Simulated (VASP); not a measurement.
Set up this calculation in VASP 6.6.1, as the native input.

- Task: single point
- Functional: PBE
- Dispersion: D3(BJ)
- Potentials or basis: VASP PAW PBE potentials, release 64 (Hf_pv, B)
- Cutoff: 520 eV
- k mesh: 10 × 10 × 8
- Occupations: fermi-dirac, width 0.05 eV
- Spin: no spin polarisation
- Dipole correction: no
- Further INCAR settings: ALGO = Normal; EDIFF = 1e-07; NBANDS = 15

The structure of HfB2 lies in POSCAR:

```
HfB2
1.0
    3.1244700223      0.0000000000      0.0000000000
   -1.5622350112      2.7058704127      0.0000000000
    0.0000000000      0.0000000000      3.4651343080
Hf B
1 2
Direct
    0.0000000000      0.0000000000      0.0000000000
    0.6666666667      0.3333333333      0.5000000000
    0.3333333333      0.6666666667      0.5000000000
```

These files were run (other wordings do the same):

INCAR

```
SYSTEM = HfB2
PREC     = Accurate       ! precision mode
ENCUT    = 520            ! plane-wave cutoff, eV
EDIFF    = 1E-7           ! SCF threshold, eV
ISMEAR   = -1             ! smearing method
SIGMA    = 0.05           ! smearing width, eV
LREAL    = .FALSE.        ! projectors in reciprocal space
LASPH    = .TRUE.         ! aspherical terms in the spheres
NELM     = 100            ! most SCF steps
ALGO     = Normal         ! electronic algorithm
ISIF     = 2              ! what is computed and relaxed
LWAVE    = .FALSE.        ! write WAVECAR
LCHARG   = .FALSE.        ! write CHGCAR
GGA      = PE             ! functional
IVDW     = 12             ! dispersion correction
NBANDS   = 15             ! bands
```

KPOINTS

```
regular mesh
0
G
  10 10 8
  0 0 0
```

Potentials or basis: VASP PAW PBE potentials, release 64 (Hf_pv, B).

Launch:

```bash
$ cat potpaw_PBE.64/Hf_pv/POTCAR potpaw_PBE.64/B/POTCAR > POTCAR
$ mpirun -np 1 vasp_std > vasp.out
```

It gave:

| Property | Result |
| --- | --- |
| Pressure | -1.4 GPa |
| Band gap on the k mesh | zero (band 8 reaches 8.39 eV, above the bottom of band 9 at 7.54 eV) |
| Dispersion energy per atom | -0.367 eV |

Caveat: three body term missing; spin-orbit coupling is left out, which moves the levels of the heavy elements; pairwise dispersion overbinds metals, which lowers pressure and volume.

It took 18 s on 1 thread of Intel(R) Xeon(R) Platinum 8259CL CPU @ 2.50GHz (Skylake/Cascade Lake), with other jobs on the host, peak memory 0.17 GiB.
